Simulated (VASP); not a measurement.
# YRe3 (Pm-3m) in VASP: notebook

Runs on YRe3. Level: PBEsol. Tasks: single point.

Everything below comes from runs of VASP 6.6.1. Logs are shortened: lines on timing, memory, paths and dates and some standing lists are left out, and cuts for length are marked.

**1. The cell of the first run**

The structure is cubic, space group Pm-3m (No. 221). Conventional cell: a = 4.121 Å, b = 4.121 Å, c = 4.121 Å, α = 90.00°, β = 90.00°, γ = 90.00°. Y (site symmetry m-3m) has 12 Re at 2.91 Å within 3.8 Å. Within 3.8 Å of Re (site symmetry 4/mmm) lie 4 Y at 2.91 Å and 8 Re at 2.91 Å.

**2. Single point, PBEsol (volume scaled by 1.040)**

Contents of INCAR:

```
PREC = Accurate
ENCUT = 520
EDIFF = 1E-7
ISMEAR = 0
SIGMA = 0.05
LREAL = F
LASPH = T
NELM = 80
ALGO = Fast
ISIF = 2
LWAVE = F
LCHARG = F
GGA = PS
NBANDS = 24
```

Contents of KPOINTS:

```
Automatic mesh
0
Gamma
  8 8 8
```

Contents of POSCAR:

```
YRe3
1.0
    4.1207910976      0.0000000000      0.0000000000
    0.0000000000      4.1207910976      0.0000000000
    0.0000000000      0.0000000000      4.1207910976
Y Re
1 3
Direct
    0.0000000000      0.0000000000      0.0000000000
    0.0000000000      0.5000000000      0.5000000000
    0.5000000000      0.5000000000      0.0000000000
    0.5000000000      0.0000000000      0.5000000000
```

Potentials or basis: VASP PAW PBE potentials, release 64 (Y_sv, Re).

Command:

```
$ cat potpaw_PBE.64/Y_sv/POTCAR potpaw_PBE.64/Re/POTCAR > POTCAR
$ mpirun -np 1 vasp_std > vasp.out
```

OUTCAR:

```text
PREC = Accurate
   ENCUT = 520
   EDIFF = 1E-7
   ISMEAR = 0
   LREAL = F
   LASPH = T
   NELM = 80
   ISIF = 2
   GGA = PS

 ion  position               nearest neighbor table
   1  0.000  0.000  0.000-   2 2.91   3 2.91   4 2.91   2 2.91   4 2.91   2 2.91   3 2.91   2 2.91
                             3 2.91   4 2.91   4 2.91   3 2.91
   2  0.000  0.500  0.500-   1 2.91   3 2.91   4 2.91   1 2.91   3 2.91   1 2.91   4 2.91   1 2.91
                             3 2.91   4 2.91   3 2.91   4 2.91
   3  0.500  0.500  0.000-   1 2.91   2 2.91   4 2.91   2 2.91   4 2.91   1 2.91   4 2.91   4 2.91
                             1 2.91   2 2.91   2 2.91   1 2.91
   4  0.500  0.000  0.500-   1 2.91   2 2.91   3 2.91   1 2.91   3 2.91   2 2.91   3 2.91   3 2.91
                             1 2.91   2 2.91   1 2.91   2 2.91

  LATTYP: Found a simple cubic cell.
 ALAT       =     4.1207910976

  Lattice vectors:

 A1 = (   4.1207910976,   0.0000000000,   0.0000000000)
 A2 = (   0.0000000000,   4.1207910976,   0.0000000000)
 A3 = (   0.0000000000,   0.0000000000,   4.1207910976)

Analysis of symmetry for initial positions (statically):
=====================================================================
 Subroutine PRICEL returns:
 Original cell was already a primitive cell.

 Routine SETGRP: Setting up the symmetry group for a
 simple cubic supercell.

 Subroutine GETGRP returns: Found 48 space group operations
 (whereof 48 operations were pure point group operations)
 out of a pool of 48 trial point group operations.

The static configuration has the point symmetry O_h .

Analysis of symmetry for dynamics (positions and initial velocities):
=====================================================================
 Subroutine PRICEL returns:
 Original cell was already a primitive cell.

 Routine SETGRP: Setting up the symmetry group for a
 simple cubic supercell.

 Subroutine GETGRP returns: Found 48 space group operations
 (whereof 48 operations were pure point group operations)
 out of a pool of 48 trial point group operations.

The dynamic configuration has the point symmetry O_h .

 Subroutine INISYM returns: Found 48 space group operations
 (whereof 48 operations are pure point group operations),
 and found     1 'primitive' translations

----------------------------------------------------------------------------------------

                                     Primitive cell

  volume of cell :      69.9748

  direct lattice vectors                    reciprocal lattice vectors
[... 95 lines left out ...]
   IBRION =     -1    ionic relax: 0-MD 1-quasi-New 2-CG
   NFREE  =      0    steps in history (QN), initial steepest desc. (CG)
   ISIF   =      2    stress and relaxation
   ISYM   =      2    0-nonsym 1-usesym 2-fastsym
   POTIM  = 0.5000    time-step for ionic-motion
   TEBEG  =    0.0;   TEEND  =   0.0 temperature during run
   PSTRESS=    0.0 pullay stress
   NELECT =      32.0000    total number of electrons
   NUPDOWN=      -1.0000    fix difference up-down
   EMIN   =  10.00;   EMAX   =-10.00  energy-range for DOS
   EFERMI =   0.00;   METHOD = LEGACY
   ISMEAR =     0;   SIGMA  =   0.05  broadening in eV -4-tet -1-fermi 0-gaus
   EFERMI_NEDOS =   21; number of points for ismear=-14 and -15
   IALGO  =     68    algorithm
   IMIX   =      4    mixing-type and parameters
     AMIX     =   0.40;   BMIX     =  1.00
     AMIX_MAG =   1.60;   BMIX_MAG =  1.00
  volume/ion in A,a.u.               =      17.49       118.05
  Fermi-wavevector in a.u.,A,eV,Ry     =   1.261278  2.383470 21.644457  1.590823
  Thomas-Fermi vector in A             =   2.394745
   LORBIT       =      0    0 simple, 1 ext, 2 COOP (PROOUT), +10 PAW based schemes
   GGA     = PS    functional components
   LHFCALC =     F    Hartree Fock is set to
   AEXX    =    0.0000 exact exchange contribution
   IVDW    =     0    specifies the selected vdW correction
   LEPSILON=     F    determine dielectric tensor
   LRPA    =     F    only Hartree local field effects (RPA)
 non-spin polarized calculation
 RMM-DIIS sequential band-by-band and
 Gauss-broadening in eV      SIGMA  =   0.05
  energy-cutoff  :      520.00
  volume of cell :       69.97
 maximum number of plane-waves:      1924
 NGX is ok and might be reduce to    32
   NGX = 15   NGY = 15   NGZ = 15

 number of electron      32.0000001 magnetization

 Free energy of the ion-electron system (eV)
  ---------------------------------------------------
  ext. energy  EPLUGINS =         0.00000000
  ---------------------------------------------------
  free energy    TOTEN  =       -43.91179725 eV

  energy without entropy =      -43.90672118  energy(sigma->0) =      -43.90925921

 E-fermi :   5.8540     XC(G=0): -12.7219

 val. band max:        5.8313438089   @ k =   0.5000   0.3750   0.3750
 cond. band min:       5.8591722526   @ k =   0.2500   0.2500   0.0000
 fundamental gap:      0.0278284437
 Fermi energy:         5.8539733764

 k-point     1 :       0.0000    0.0000    0.0000
  band No.  band energies     occupation
      1     -34.5233      2.00000
      2     -14.7563      2.00000
      3     -14.7563      2.00000
      4     -14.7563      2.00000
      5      -2.1243      2.00000
      6       0.9776      2.00000
[... 637 lines left out ...]
     23      10.4099      0.00000
     24      10.5672      0.00000

 [... further k-points ...]

------------------------ aborting loop because EDIFF is reached ----------------------------------------

  FORCE on cell =-STRESS in cart. coord.  units (eV):
  Direction    XX          YY          ZZ          XY          YZ          ZX
  --------------------------------------------------------------------------------------
  -------------------------------------------------------------------------------------
  Total       -3.6990498     -3.6990498     -3.6990498     -0.0000000      0.0000000      0.0000000
  in kB      -84.6952330    -84.6952330    -84.6952330     -0.0000000      0.0000000      0.0000000
  external PRESSURE =     -84.6952330 kB  Pullay stress =       0.0000000 kB

 VOLUME and BASIS-vectors are now :
 -----------------------------------------------------------------------------
  energy-cutoff  :      520.00
  volume of cell :       69.97
      direct lattice vectors                 reciprocal lattice vectors
     4.120791098  0.000000000  0.000000000     0.242671850  0.000000000  0.000000000
     0.000000000  4.120791098  0.000000000     0.000000000  0.242671850  0.000000000
     0.000000000  0.000000000  4.120791098     0.000000000  0.000000000  0.242671850

 POSITION                                       TOTAL-FORCE (eV/Angst)
 -----------------------------------------------------------------------------------
      0.00000      0.00000      0.00000         0.000000      0.000000      0.000000
      0.00000      2.06040      2.06040         0.000000      0.000000      0.000000
      2.06040      2.06040      0.00000         0.000000      0.000000      0.000000
      2.06040      0.00000      2.06040         0.000000      0.000000      0.000000
 -----------------------------------------------------------------------------------
    total drift:                                0.000000     -0.000000     -0.000000

  FREE ENERGIE OF THE ION-ELECTRON SYSTEM (eV)
  ---------------------------------------------------
  free  energy   TOTEN  =       -43.9117972489 eV

  energy  without entropy=      -43.9067211754  energy(sigma->0) =      -43.90925921
```

Wall time 4.5 min (1 thread of AMD EPYC 7R13, shared host); peak memory 0.2 GiB.

Results:

* Free energy: -43.9118 eV
* Pressure: -8.5 GPa
* Band gap on the k mesh: zero (band 16 reaches 7.61 eV, above the bottom of band 17 at 5.59 eV)

Caveat: the cell differs from its parent crystal (volume scaled by 1.040); the PAW data sets were made with another functional, which shifts forces and pressure a little; spin-orbit coupling is left out, which moves the levels of the heavy elements.

**3. Single point, PBEsol**

This run uses another cell than the first one, of 18.40 Å³/atom, 1.052 times its volume.

Contents of INCAR:

```
ALGO = Normal ; EDIFF = 1E-7
ENCUT = 520 ; GGA = PS
ISIF = 2 ; ISMEAR = 0
LASPH = True ; LCHARG = False
LREAL = False ; LWAVE = False
NBANDS = 24 ; NELM = 80
PREC = Accurate ; SIGMA = 0.05
```

Contents of KPOINTS:

```
k-points
0
Gamma
  8 8 8
```

Contents of POSCAR:

```
YRe3
1.0
    4.1907202526      0.0000000000      0.0000000000
    0.0000000000      4.1907202526      0.0000000000
    0.0000000000      0.0000000000      4.1907202526
Y Re
1 3
Direct
    0.0000000000      0.0000000000      0.0000000000
    0.0000000000      0.5000000000      0.5000000000
    0.5000000000      0.5000000000      0.0000000000
    0.5000000000      0.0000000000      0.5000000000
```

Potentials or basis: VASP PAW PBE potentials, release 64 (Y_sv, Re).

Command:

```
$ cat potpaw_PBE.64/Y_sv/POTCAR potpaw_PBE.64/Re/POTCAR > POTCAR
$ mpirun -np 1 vasp_std > vasp.out
```

Wall time 92 s (1 thread of AMD EPYC 7R13, shared host); peak memory 0.2 GiB.

The run converged. Its results:

| Quantity | Value |
| --- | --- |
| Free energy | -43.6191 eV |
| Pressure | -17.1 GPa |
| Band gap on the k mesh | zero (band 16 reaches 7.01 eV, above the bottom of band 17 at 5.15 eV) |

Levels at points of the mesh, in eV from the Fermi level:
| k point | band 12 | band 13 | band 14 | band 15 | band 16 | band 17 | band 18 | band 19 | band 20 | band 21 |
| --- | --- | --- | --- | --- | --- | --- | --- | --- | --- | --- |
| (0.00, 0.00, 0.00) | -0.50 | -0.50 | -0.50 | 1.61 | 1.61 | 2.91 | 3.17 | 3.17 | 3.17 | 3.50 |
| (0.50, 0.00, 0.00) | -1.83 | -1.64 | -1.64 | -0.61 | -0.25 | 0.24 | 0.58 | 0.58 | 1.93 | 3.19 |
| (0.50, 0.50, 0.00) | -1.59 | -1.59 | -1.51 | -1.40 | -0.29 | -0.08 | 0.02 | 0.02 | 0.90 | 1.00 |
| (0.50, 0.50, 0.50) | -0.65 | -0.65 | -0.65 | 0.07 | 0.07 | 0.10 | 1.56 | 1.56 | 1.56 | 2.97 |

Caveat: the PAW data sets were made with another functional, which shifts forces and pressure a little; spin-orbit coupling is left out, which moves the levels of the heavy elements.
